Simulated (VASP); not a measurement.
# PbS (R3m) in VASP: notebook

PbS is run at these levels: LDA, BLYP+D3(BJ); tasks: single point.

All numbers are computed with VASP 6.6.1; they aren't measurements. Logs are shortened: lines on timing, memory, paths and dates and some standing lists are left out, and cuts for length are marked.

**1. The cell of the first run**

It takes space group R3m (No. 160, trigonal). The conventional cell has a = 4.131 Å, b = 4.131 Å, c = 10.131 Å, α = 90.00°, β = 90.00°, γ = 120.00°. Within 3.7 Å of Pb (site symmetry 3m) lie 6 S at 2.84 to 3.01 Å. S (site symmetry 3m) has 6 Pb at 2.84 to 3.01 Å within 3.7 Å.

**2. Single point, LDA**

Input file INCAR:

```
ALGO = Normal
EDIFF = 1E-6
ENCUT = 500
GGA = CA
GGA_COMPAT = F
ISIF = 2
ISMEAR = 0
LASPH = T
LCHARG = F
LREAL = F
LWAVE = F
NBANDS = 17
NELM = 120
PREC = Accurate
SIGMA = 0.01
```

Input file KPOINTS:

```
k-points
0
Gamma
  4 4 4
```

Input file POSCAR:

```
PbS
1.0
    2.0656076194      1.1925791151      3.3770575596
   -2.0656076194      1.1925791151      3.3770575596
    0.0000000000     -2.3851582302      3.3770575596
Pb S
1 1
Direct
    0.9853770113      0.9853770113      0.9853770113
    0.4702249887      0.4702249887      0.4702249887
```

Potentials or basis: VASP PAW LDA potentials, release 64 (Pb_d, S).

Run with:

```
$ cat potpaw_LDA.64/Pb_d/POTCAR potpaw_LDA.64/S/POTCAR > POTCAR
$ mpirun -np 1 vasp_std > vasp.out
```

OUTCAR:

```text
EDIFF = 1E-6
   ENCUT = 500
   GGA = CA
   ISIF = 2
   ISMEAR = 0
   LASPH = T
   LREAL = F
   NELM = 120
   PREC = Accurate

 ion  position               nearest neighbor table
   1  0.985  0.985  0.985-   2 2.84   2 2.84   2 2.84   2 3.01   2 3.01   2 3.01
   2  0.470  0.470  0.470-   1 2.84   1 2.84   1 2.84   1 3.01   1 3.01   1 3.01

  LATTYP: Found a trigonal (rhomboedric) cell.
 ALAT       =     4.1344283213
 COS(alpha) =     0.5007768508

  Lattice vectors:

 A1 = (   2.0656076194,   1.1925791151,   3.3770575596)
 A2 = (  -2.0656076194,   1.1925791151,   3.3770575596)
 A3 = (   0.0000000000,  -2.3851582302,   3.3770575596)

Analysis of symmetry for initial positions (statically):
=====================================================================
 Subroutine PRICEL returns:
 Original cell was already a primitive cell.

 Routine SETGRP: Setting up the symmetry group for a
 trigonal (rhombohedral) supercell.

 Subroutine GETGRP returns: Found  6 space group operations
 (whereof  6 operations were pure point group operations)
 out of a pool of 12 trial point group operations.

The static configuration has the point symmetry C_3v.

Analysis of symmetry for dynamics (positions and initial velocities):
=====================================================================
 Subroutine PRICEL returns:
 Original cell was already a primitive cell.

 Routine SETGRP: Setting up the symmetry group for a
 trigonal (rhombohedral) supercell.

 Subroutine GETGRP returns: Found  6 space group operations
 (whereof  6 operations were pure point group operations)
 out of a pool of 12 trial point group operations.

The dynamic configuration has the point symmetry C_3v.

 Subroutine INISYM returns: Found  6 space group operations
 (whereof  6 operations are pure point group operations),
 and found     1 'primitive' translations

----------------------------------------------------------------------------------------

                                     Primitive cell

  volume of cell :      49.9143

  direct lattice vectors                    reciprocal lattice vectors
     2.065607619  1.192579115  3.377057560     0.242059525  0.139753132  0.098705257
    -2.065607619  1.192579115  3.377057560    -0.242059525  0.139753132  0.098705257
     0.000000000 -2.385158230  3.377057560     0.000000000 -0.279506264  0.098705257

  length of vectors
     4.134428321  4.134428321  4.134428321     0.296422805  0.296422805  0.296422805

  position of ions in fractional coordinates (direct lattice)
     0.985377011  0.985377011  0.985377011
     0.470224989  0.470224989  0.470224989

  ion indices of the primitive-cell ions
   primitive index   ion index
                 1           1
                 2           2

----------------------------------------------------------------------------------------

 KPOINTS: k-points

Automatic generation of k-mesh.
 Grid dimensions read from file:
 generate k-points for:    4    4    4

 Generating k-lattice:

  Cartesian coordinates                     Fractional coordinates (reciprocal lattice)
     0.060514881  0.034938283  0.024676314     0.250000000 -0.000000000  0.000000000
    -0.060514881  0.034938283  0.024676314    -0.000000000  0.250000000  0.000000000
     0.000000000 -0.069876566  0.024676314     0.000000000  0.000000000  0.250000000

  Length of vectors
     0.074105701  0.074105701  0.074105701

  Shift w.r.t. Gamma in fractional coordinates (k-lattice)
     0.000000000  0.000000000  0.000000000

 Subroutine IBZKPT returns following result:
 ===========================================

 Found     13 irreducible k-points:

 Following reciprocal coordinates:
            Coordinates               Weight
  0.000000  0.000000  0.000000      1.000000
  0.250000  0.000000 -0.000000      6.000000
  0.500000  0.000000 -0.000000      3.000000
  0.250000  0.250000  0.000000      6.000000
  0.500000  0.250000 -0.000000     12.000000
 -0.250000  0.250000  0.000000      6.000000
  0.500000  0.500000  0.000000      3.000000
  0.250000  0.250000  0.250000      2.000000
  0.500000  0.250000  0.250000      6.000000
 -0.250000  0.250000  0.250000      6.000000
  0.500000  0.500000  0.250000      6.000000
 -0.250000  0.500000  0.250000      6.000000
  0.500000  0.500000  0.500000      1.000000
   k-points           NKPTS =     13   k-points in BZ     NKDIM =     13   number of bands    NBANDS=     17
   number of dos      NEDOS =    301   number of ions     NIONS =      2
   total plane-waves  NPLWV =  27000
   dimension x,y,z NGX =    30 NGY =   30 NGZ =   30
   dimension x,y,z NGXF=    60 NGYF=   60 NGZF=   60
   ions per type =               1   1
   NGX,Y,Z   is equivalent  to a cutoff of  12.06, 12.06, 12.06 a.u.
   NGXF,Y,Z  is equivalent  to a cutoff of  24.13, 24.13, 24.13 a.u.
 SYSTEM =  unknown system
   PREC   = accura    normal or accurate (medium, high low for compatibility)
   ISTART =      0    job   : 0-new  1-cont  2-samecut
   ICHARG =      2    charge: 1-file 2-atom 10-const
   ISPIN  =      1    spin polarized calculation?
   LNONCOLLINEAR =      F non collinear calculations
   LSORBIT =      F    spin-orbit coupling
   LASPH  =      T    aspherical Exc in radial PAW
   ENCUT  =  500.0 eV  36.75 Ry    6.06 a.u.   7.54  7.54  7.54*2*pi/ulx,y,z
   NELM   =    120;   NELMIN=  2; NELMDL= -5     # of ELM steps
   EDIFF  = 0.1E-05   stopping-criterion for ELM
   LREAL  =      F    real-space projection
   EDIFFG = 0.1E-04   stopping-criterion for IOM
   NSW    =      0    number of steps for IOM
   IBRION =     -1    ionic relax: 0-MD 1-quasi-New 2-CG
   NFREE  =      0    steps in history (QN), initial steepest desc. (CG)
   ISIF   =      2    stress and relaxation
   ISYM   =      2    0-nonsym 1-usesym 2-fastsym
   POTIM  = 0.5000    time-step for ionic-motion
   TEBEG  =    0.0;   TEEND  =   0.0 temperature during run
   PSTRESS=    0.0 pullay stress
   NELECT =      20.0000    total number of electrons
   NUPDOWN=      -1.0000    fix difference up-down
   EMIN   =  10.00;   EMAX   =-10.00  energy-range for DOS
   EFERMI =   0.00;   METHOD = LEGACY
   ISMEAR =     0;   SIGMA  =   0.01  broadening in eV -4-tet -1-fermi 0-gaus
   EFERMI_NEDOS =   21; number of points for ismear=-14 and -15
   IALGO  =     38    algorithm
   IMIX   =      4    mixing-type and parameters
     AMIX     =   0.40;   BMIX     =  1.00
     AMIX_MAG =   1.60;   BMIX_MAG =  1.00
  volume/ion in A,a.u.               =      24.96       168.42
  Fermi-wavevector in a.u.,A,eV,Ry     =   1.206915  2.280738 19.818833  1.456643
  Thomas-Fermi vector in A             =   2.342568
   LORBIT       =      0    0 simple, 1 ext, 2 COOP (PROOUT), +10 PAW based schemes
   GGA     = CA    functional components
   LHFCALC =     F    Hartree Fock is set to
   AEXX    =    0.0000 exact exchange contribution
   IVDW    =     0    specifies the selected vdW correction
   LEPSILON=     F    determine dielectric tensor
   LRPA    =     F    only Hartree local field effects (RPA)
 non-spin polarized calculation
 Gauss-broadening in eV      SIGMA  =   0.01
  energy-cutoff  :      500.00
  volume of cell :       49.91
 maximum number of plane-waves:      1283
   NGX = 15   NGY = 15   NGZ = 15

 number of electron      19.9999999 magnetization

 Free energy of the ion-electron system (eV)
  ---------------------------------------------------
  ext. energy  EPLUGINS =         0.00000000
  ---------------------------------------------------
  free energy    TOTEN  =        -9.99351586 eV

  energy without entropy =       -9.99351586  energy(sigma->0) =       -9.99351586

 E-fermi :   6.2332     XC(G=0): -10.2356

 val. band max:        6.1389253844   @ k =   0.5000   0.0000  -0.0000
 cond. band min:       6.3998281054   @ k =   0.5000   0.0000  -0.0000
 fundamental gap:      0.2609027210
 Fermi energy:         6.2331724959

 k-point     1 :       0.0000    0.0000    0.0000
  band No.  band energies     occupation
      1     -10.6637      2.00000
      2     -10.6602      2.00000
      3     -10.6602      2.00000
      4     -10.6585      2.00000
      5     -10.6585      2.00000
      6      -7.8413      2.00000
[... 9 lines left out ...]
     16      12.9792      0.00000
     17      14.5072      0.00000

 k-point     2 :       0.2500    0.0000   -0.0000
  band No.  band energies     occupation
      1     -10.6818      2.00000
      2     -10.6777      2.00000
      3     -10.6587      2.00000
      4     -10.6345      2.00000
      5     -10.6316      2.00000
      6      -7.2834      2.00000
[... 9 lines left out ...]
     16      13.9911      0.00000
     17      18.0092      0.00000

 k-point     3 :       0.5000    0.0000   -0.0000
  band No.  band energies     occupation
      1     -10.7028      2.00000
      2     -10.6964      2.00000
      3     -10.6587      2.00000
      4     -10.6065      2.00000
      5     -10.6031      2.00000
      6      -6.4328      2.00000
[... 9 lines left out ...]
     16      16.2288      0.00000
     17      16.7437      0.00000

 k-point     4 :       0.2500    0.2500    0.0000
  band No.  band energies     occupation
      1     -10.7365      2.00000
      2     -10.6777      2.00000
      3     -10.6429      2.00000
      4     -10.6257      2.00000
      5     -10.6237      2.00000
      6      -7.0691      2.00000
[... 9 lines left out ...]
     16      16.0844      0.00000
     17      16.4129      0.00000

 k-point     5 :       0.5000    0.2500   -0.0000
  band No.  band energies     occupation
      1     -10.7768      2.00000
      2     -10.6674      2.00000
      3     -10.6567      2.00000
      4     -10.6134      2.00000
      5     -10.5990      2.00000
      6      -6.2010      2.00000
[... 9 lines left out ...]
     16      16.8619      0.00000
     17      17.5413      0.00000

 k-point     6 :      -0.2500    0.2500    0.0000
  band No.  band energies     occupation
      1     -10.7247      2.00000
      2     -10.6795      2.00000
      3     -10.6438      2.00000
      4     -10.6249      2.00000
      5     -10.6221      2.00000
      6      -6.5099      2.00000
[... 9 lines left out ...]
     16      15.9553      0.00000
     17      16.9147      0.00000

 k-point     7 :       0.5000    0.5000    0.0000
  band No.  band energies     occupation
      1     -10.8596      2.00000
      2     -10.6938      2.00000
      3     -10.6269      2.00000
      4     -10.5870      2.00000
      5     -10.5852      2.00000
      6      -5.9204      2.00000
[... 9 lines left out ...]
     16      18.3083      0.00000
     17      18.3463      0.00000

 k-point     8 :       0.2500    0.2500    0.2500
  band No.  band energies     occupation
      1     -10.6777      2.00000
      2     -10.6777      2.00000
      3     -10.6628      2.00000
      4     -10.6323      2.00000
      5     -10.6323      2.00000
      6      -7.2980      2.00000
[... 9 lines left out ...]
     16      14.0055      0.00000
     17      18.0191      0.00000

 k-point     9 :       0.5000    0.2500    0.2500
  band No.  band energies     occupation
      1     -10.7224      2.00000
      2     -10.6792      2.00000
      3     -10.6455      2.00000
      4     -10.6261      2.00000
      5     -10.6208      2.00000
      6      -6.5325      2.00000
[... 9 lines left out ...]
     16      15.9809      0.00000
     17      16.9442      0.00000

 k-point    10 :      -0.2500    0.2500    0.2500
  band No.  band energies     occupation
      1     -10.7778      2.00000
      2     -10.6641      2.00000
      3     -10.6594      2.00000
      4     -10.6152      2.00000
      5     -10.5968      2.00000
      6      -6.2002      2.00000
[... 9 lines left out ...]
     16      16.8042      0.00000
     17      17.5263      0.00000

 k-point    11 :       0.5000    0.5000    0.2500
  band No.  band energies     occupation
      1     -10.7754      2.00000
      2     -10.6651      2.00000
      3     -10.6590      2.00000
      4     -10.6149      2.00000
      5     -10.5979      2.00000
      6      -6.2274      2.00000
[... 9 lines left out ...]
     16      16.8234      0.00000
     17      17.5668      0.00000

 k-point    12 :      -0.2500    0.5000    0.2500
  band No.  band energies     occupation
      1     -10.8044      2.00000
      2     -10.6576      2.00000
      3     -10.6424      2.00000
      4     -10.6404      2.00000
      5     -10.5861      2.00000
      6      -5.8779      2.00000
[... 9 lines left out ...]
     16      18.2453      0.00000
     17      18.3298      0.00000

 k-point    13 :       0.5000    0.5000    0.5000
  band No.  band energies     occupation
      1     -10.6964      2.00000
      2     -10.6964      2.00000
      3     -10.6632      2.00000
      4     -10.6045      2.00000
      5     -10.6045      2.00000
      6      -6.4826      2.00000
[... 9 lines left out ...]
     16      16.2227      0.00000
     17      16.8627      0.00000

------------------------ aborting loop because EDIFF is reached ----------------------------------------

  FORCE on cell =-STRESS in cart. coord.  units (eV):
  Direction    XX          YY          ZZ          XY          YZ          ZX
  --------------------------------------------------------------------------------------
  -------------------------------------------------------------------------------------
  Total        0.0036120      0.0036120      0.0042563      0.0000000      0.0000000      0.0000000
  in kB        0.1159398      0.1159398      0.1366205      0.0000000      0.0000000      0.0000000
  external PRESSURE =       0.1228333 kB  Pullay stress =       0.0000000 kB

 VOLUME and BASIS-vectors are now :
 -----------------------------------------------------------------------------
  energy-cutoff  :      500.00
  volume of cell :       49.91
      direct lattice vectors                 reciprocal lattice vectors
     2.065607619  1.192579115  3.377057560     0.242059525  0.139753132  0.098705257
    -2.065607619  1.192579115  3.377057560    -0.242059525  0.139753132  0.098705257
     0.000000000 -2.385158230  3.377057560     0.000000000 -0.279506264  0.098705257

 POSITION                                       TOTAL-FORCE (eV/Angst)
 -----------------------------------------------------------------------------------
      0.00000      0.00000      9.98302         0.000000      0.000000     -0.006658
      0.00000      0.00000      4.76393         0.000000      0.000000      0.006658
 -----------------------------------------------------------------------------------
    total drift:                               -0.000000     -0.000000     -0.000516

  FREE ENERGIE OF THE ION-ELECTRON SYSTEM (eV)
  ---------------------------------------------------
  free  energy   TOTEN  =        -9.9935158584 eV

  energy  without entropy=       -9.9935158584  energy(sigma->0) =       -9.99351586
```

Wall time 5.5 s (1 thread of Intel Xeon 6975P-C (Granite Rapids), shared host); peak memory 0.14 GiB.

Results:

```
Free energy            : -9.9935 eV
Pressure               : 0.0 GPa
Largest force          : 0.007 eV/Å
Band gap on the k mesh : 0.26 eV, direct
```

Forces in eV/Å, atoms in the order of the input:
```
Pb   0.000  0.000 -0.007
S    0.000  0.000  0.007
```

Caveat: the k points lie up to 0.47 Å⁻¹ apart; spin-orbit coupling is left out, which moves the levels of the heavy elements.

(Continued in part 2 of 2.)
